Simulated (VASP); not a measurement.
# Mn3Ag (Pm-3m) in VASP: further runs, part 2 of 2

VASP 6.6.1.

## (3) Relaxation of cell and atoms, PBE, collinear spin, ferromagnetic start

This run uses another cell than the first one, of 14.32 Å³/atom, 0.936 times its volume.

Contents of INCAR:

```
  PREC = Accurate
  ENCUT = 600
  EDIFF = 1E-6
  ISMEAR = 0
  SIGMA = 0.1
  LREAL = False
  LASPH = True
  NELM = 150
  ALGO = Normal
  ISIF = 3
  LWAVE = False
  LCHARG = False
  ISPIN = 2
  MAGMOM = 3.77 3.77 3.77 0.12
  LORBIT = 11
  LMAXMIX = 4
  GGA = PE
  IBRION = 2
  NSW = 90
  EDIFFG = -0.04
```

Contents of KPOINTS:

```
Automatic mesh
0
Gamma
  4 4 4
```

Contents of POSCAR:

```
Mn3Ag
1.0
    3.8551510122      0.0000000000      0.0000000000
    0.0000000000      3.8551510122      0.0000000000
    0.0000000000      0.0000000000      3.8551510122
Mn Ag
3 1
Direct
    0.0000000000      0.5000000000      0.5000000000
    0.5000000000      0.0000000000      0.5000000000
    0.5000000000      0.5000000000      0.0000000000
    0.0000000000      0.0000000000      0.0000000000
```

Potentials or basis: VASP PAW PBE potentials, release 64 (Mn_pv, Ag).

The run is started by

```console
$ cat potpaw_PBE.64/Mn_pv/POTCAR potpaw_PBE.64/Ag/POTCAR > POTCAR
$ mpirun -np 1 vasp_std > vasp.out
```

OUTCAR:

```text
PREC = Accurate
   ENCUT = 600
   EDIFF = 1E-6
   ISMEAR = 0
   LREAL = False
   LASPH = True
   NELM = 150
   ISIF = 3
   ISPIN = 2
   LORBIT = 11
   GGA = PE
   IBRION = 2
   NSW = 90
   EDIFFG = -0.04

 ion  position               nearest neighbor table
   1  0.000  0.500  0.500-   2 2.73   3 2.73   4 2.73   3 2.73   4 2.73   2 2.73   4 2.73   4 2.73
                             2 2.73   3 2.73   3 2.73   2 2.73
   2  0.500  0.000  0.500-   1 2.73   3 2.73   4 2.73   3 2.73   4 2.73   1 2.73   3 2.73   3 2.73
                             1 2.73   4 2.73   4 2.73   1 2.73
   3  0.500  0.500  0.000-   1 2.73   2 2.73   4 2.73   1 2.73   2 2.73   2 2.73   4 2.73   2 2.73
                             1 2.73   4 2.73   1 2.73   4 2.73
   4  0.000  0.000  0.000-   1 2.73   2 2.73   3 2.73   1 2.73   2 2.73   1 2.73   3 2.73   1 2.73
                             2 2.73   3 2.73   2 2.73   3 2.73

  LATTYP: Found a simple cubic cell.
 ALAT       =     3.8551510122

  Lattice vectors:

 A1 = (   3.8551510122,   0.0000000000,   0.0000000000)
 A2 = (   0.0000000000,   3.8551510122,   0.0000000000)
 A3 = (   0.0000000000,   0.0000000000,   3.8551510122)

Analysis of symmetry for initial positions (statically):
=====================================================================
 Subroutine PRICEL returns:
 Original cell was already a primitive cell.

 Routine SETGRP: Setting up the symmetry group for a
 simple cubic supercell.

 Subroutine GETGRP returns: Found 48 space group operations
 (whereof 48 operations were pure point group operations)
 out of a pool of 48 trial point group operations.

The static configuration has the point symmetry O_h .

Analysis of symmetry for dynamics (positions and initial velocities):
=====================================================================
 Subroutine PRICEL returns:
 Original cell was already a primitive cell.

 Routine SETGRP: Setting up the symmetry group for a
 simple cubic supercell.

 Subroutine GETGRP returns: Found 48 space group operations
 (whereof 48 operations were pure point group operations)
 out of a pool of 48 trial point group operations.

[... 144 lines left out ...]

 number of electron      49.9999965 magnetization       9.1353751

 number of electron      49.9999964 magnetization      10.6011404

 Free energy of the ion-electron system (eV)
  ---------------------------------------------------
  ext. energy  EPLUGINS =         0.00000000
  ---------------------------------------------------
  free energy    TOTEN  =       -27.72211228 eV

  energy without entropy =      -27.71039214  energy(sigma->0) =      -27.71625221

------------------------ aborting loop because EDIFF is reached ----------------------------------------

  FORCE on cell =-STRESS in cart. coord.  units (eV):
  Direction    XX          YY          ZZ          XY          YZ          ZX
  --------------------------------------------------------------------------------------
  -------------------------------------------------------------------------------------
  Total        2.7448387      2.7448387      2.7448387     -0.0000000      0.0000000     -0.0000000
  in kB       76.7543911     76.7543911     76.7543911     -0.0000000      0.0000000     -0.0000000
  external PRESSURE =      76.7543911 kB  Pullay stress =       0.0000000 kB
[... 63 lines left out ...]
--------------------------------------- Ionic step        3  -------------------------------------------

 number of electron      49.9999983 magnetization      10.8932435

 Free energy of the ion-electron system (eV)
  ---------------------------------------------------
  ext. energy  EPLUGINS =         0.00000000
  ---------------------------------------------------
  free energy    TOTEN  =       -27.81647255 eV

  energy without entropy =      -27.79675915  energy(sigma->0) =      -27.80661585

 E-fermi :   7.6402     XC(G=0): -12.1251

 val. band max:        7.6311079076   @ k =   0.5000   0.5000   0.5000
 cond. band min:       7.6857190546   @ k =   0.5000   0.5000   0.2500
 fundamental gap:      0.0546111469
 Fermi energy:         7.6401925326

 spin component 1

 k-point     1 :       0.0000    0.0000    0.0000
  band No.  band energies     occupation
      1     -41.7604      1.00000
      2     -41.7604      1.00000
      3     -41.7604      1.00000
      4     -41.6959      1.00000
      5     -41.6959      1.00000
      6     -41.6959      1.00000
[... 379 lines left out ...]
     35      12.1535      0.00000
     36      12.1535      0.00000
 Fermi energy:         7.6401925326

 spin component 2

 k-point     1 :       0.0000    0.0000    0.0000
  band No.  band energies     occupation
      1     -38.0281      1.00000
      2     -38.0281      1.00000
      3     -38.0281      1.00000
      4     -37.9349      1.00000
      5     -37.9349      1.00000
      6     -37.9349      1.00000
[... 410 lines left out ...]
  FREE ENERGIE OF THE ION-ELECTRON SYSTEM (eV)
  ---------------------------------------------------
  free  energy   TOTEN  =       -27.8164725476 eV

  energy  without entropy=      -27.7967591460  energy(sigma->0) =      -27.80661585

 reached required accuracy - stopping structural energy minimisation

 total charge

# of ion       s       p       d       tot
------------------------------------------
    1        0.309   6.215   4.986  11.510
    2        0.309   6.215   4.986  11.510
    3        0.309   6.215   4.986  11.510
    4        0.518   0.487   9.006  10.010
--------------------------------------------------
tot          1.445  19.133  23.964  44.542

 magnetization (x)

# of ion       s       p       d       tot
------------------------------------------
    1        0.007   0.007   3.503   3.517
    2        0.007   0.007   3.503   3.517
    3        0.007   0.007   3.503   3.517
    4       -0.060  -0.086   0.161   0.014
--------------------------------------------------
tot         -0.041  -0.065  10.670  10.565
```

OSZICAR:

```text
N       E                     dE             d eps       ncg     rms          rms(c)
DAV:   1     0.604262567552E+03    0.60426E+03   -0.30308E+04  1472   0.192E+03
DAV:   2     0.379176616456E+01   -0.60047E+03   -0.57303E+03  1448   0.525E+02
[... 33 lines left out ...]
DAV:   6    -0.278164887069E+02    0.10180E-02   -0.15819E-03  1476   0.392E-01    0.122E-01
DAV:   7    -0.278164786998E+02    0.10007E-04   -0.26662E-04  1628   0.106E-01    0.354E-02
DAV:   8    -0.278164768876E+02    0.18122E-05   -0.16553E-05  1328   0.314E-02    0.198E-02
DAV:   9    -0.278164745953E+02    0.22923E-05   -0.13893E-06   880   0.105E-02    0.935E-03
DAV:  10    -0.278164724699E+02    0.21254E-05   -0.48852E-07   800   0.522E-03    0.200E-03
DAV:  11    -0.278164725476E+02   -0.77672E-07   -0.12279E-07   760   0.276E-03
   3 F= -.27816473E+02 E0= -.27806616E+02  d E =-.943603E-01  mag=    10.8933
```

CONTCAR:

```text
Mn3Ag
   1.00000000000000
     3.9443110061387996   -0.0000000000000000   -0.0000000000000000
    -0.0000000000000000    3.9443110061387996   -0.0000000000000000
    -0.0000000000000000    0.0000000000000000    3.9443110061387996
  Mn              Ag
     3     1
Direct
     0.0000000000000000    0.5000000000000000    0.5000000000000000
     0.5000000000000000    0.0000000000000000    0.5000000000000000
     0.5000000000000000    0.5000000000000000    0.0000000000000000
     0.0000000000000000    0.0000000000000000    0.0000000000000000

  0.00000000E+00  0.00000000E+00  0.00000000E+00
  0.00000000E+00  0.00000000E+00  0.00000000E+00
  0.00000000E+00  0.00000000E+00  0.00000000E+00
  0.00000000E+00  0.00000000E+00  0.00000000E+00
```

Run time: 2.1 min. Hardware: 1 thread of Intel Xeon Platinum 8259CL at 2.50GHz (Skylake/Cascade Lake), shared host; peak memory 0.22 GiB.

Results:

| Property | Result |
| --- | --- |
| Free energy | -27.8165 eV |
| Relaxed volume | 15.34 Å³/atom |
| Relaxed cell | a = 3.944 Å, b = 3.944 Å, c = 3.944 Å, α = 90.00°, β = 90.00°, γ = 90.00° |
| Space group after relaxing (to 0.05 Å) | Pm-3m (No. 221) |
| Energy gained by relaxing | 23.6 meV/atom |
| Ionic steps | 3 |
| Pressure after relaxing | -0.2 GPa |
| Net moment | 10.89 μB per cell |
| Site moments | Mn +3.52; Ag +0.01 μB |
| Valence electrons inside the program's atomic spheres | Mn 11.51; Ag 10.01 |

The path:
| step | energy change (eV) | largest force (eV/Å) | pressure (GPa) | volume (Å³) |
| --- | --- | --- | --- | --- |
| 1 | 0.0000 | 0.0000 | 7.68 | 57.30 |
| 2 | -0.0769 | 0.0000 | -2.72 | 63.18 |
| 3 | -0.0944 | 0.0000 | -0.22 | 61.36 |

Final structure:
```
CELL_PARAMETERS angstrom
3.94431 0.00000 0.00000
0.00000 3.94431 0.00000
0.00000 0.00000 3.94431
ATOMIC_POSITIONS crystal
Mn 0.00000 0.50000 0.50000
Mn 0.50000 0.00000 0.50000
Mn 0.50000 0.50000 0.00000
Ag 0.00000 0.00000 0.00000
```

Caveat: the k points lie up to 0.40 Å⁻¹ apart in the final cell.
